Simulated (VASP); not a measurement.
Crystal: InSe.

```
In Se
1.0
     3.63204    0.00000    0.00000
     0.00000    3.63204    0.00000
     0.00000    0.00000    3.63204
In Se
1 1
Direct
  0.49589 0.49538 0.49604
  0.99402 0.99833 0.98975
```

Base run:

* Program: VASP 6.6.1
* Functional: PBEsol
* Potentials or basis: VASP PAW PBE potentials, release 64 (In_d, Se)
* Cutoff: 520 eV
* k mesh: 10 × 10 × 10
* Occupations: gaussian, width 0.05 eV
* Spin: no spin polarisation

Its results: band gap on the k mesh zero (an odd number of electrons rules out a gap without spin polarisation); pressure -3.3 GPa; largest force 0.014 eV/Å.

Task: The run is repeated on the same cell with these changes: k mesh from 10 × 10 × 10 to 5 × 5 × 5; occupations from gaussian, width 0.05 eV to fermi-dirac, width 0.05 eV. What comes out?

Result: Band gap on the k mesh zero (an odd number of electrons rules out a gap without spin polarisation); pressure -2.8 GPa; largest force 0.020 eV/Å.

Caveats: the PAW data sets were made with another functional, which shifts forces and pressure a little; spin-orbit coupling is left out, which moves the levels of the heavy elements; the cell stands under tension (at least some runs).
